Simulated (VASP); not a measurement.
Wanted: the native input for a VASP 6.6.1 run.

```
Task                   : single point
Functional             : PBE
Potentials or basis    : VASP PAW PBE potentials, release 64 (Sb, Li_sv)
Cutoff                 : 520 eV
k mesh                 : 6 × 6 × 6
Occupations            : fermi-dirac, width 0.05 eV
Spin                   : no spin polarisation
Dipole correction      : no
Further INCAR settings : ALGO = Normal; EDIFF = 1e-06; NBANDS = 17
```

The structure of LiSb3 lies in POSCAR:

```
LiSb3
1.0
    4.6810210000      0.0000000000      0.0000000000
    0.0000000000      4.6810210000      0.0000000000
    0.0000000000      0.0000000000      4.6810210000
Sb Li
3 1
Direct
    0.4988600000      0.4958010000      0.0097660000
   -0.0071550000      0.5075430000      0.5045520000
    0.5026980000     -0.0037260000      0.4998070000
   -0.0086310000      0.0074290000     -0.0033590000
```

This cell differs from its parent crystal: atoms moved at random.

The input as run:

INCAR

```
ALGO = Normal
EDIFF = 1E-6
ENCUT = 520
GGA = PE
ISIF = 2
ISMEAR = -1
LASPH = T
LCHARG = T
LELF = T
LREAL = F
LVHAR = T
LWAVE = F
NBANDS = 17
NELM = 60
PREC = Accurate
SIGMA = 0.05
```

KPOINTS

```
k-points
0
Gamma
  6 6 6
```

Potentials or basis: VASP PAW PBE potentials, release 64 (Sb, Li_sv).

Run with:

```sh
$ cat potpaw_PBE.64/Sb/POTCAR potpaw_PBE.64/Li_sv/POTCAR > POTCAR
$ mpirun -np 1 vasp_std > vasp.out
```

Results of the run:

```
Largest force          : 0.129 eV/Å
Band gap on the k mesh : zero (band 9 reaches 8.29 eV, above the bottom of band 10 at 5.89 eV)
```

Caveat: the cell differs from its parent crystal (atoms moved at random); spin-orbit coupling is left out, which moves the levels of the heavy elements.

Run time: 66 s on 1 thread of Intel(R) Xeon(R) Platinum 8488C (Sapphire Rapids) (shared host), peak memory 0.31 GiB.
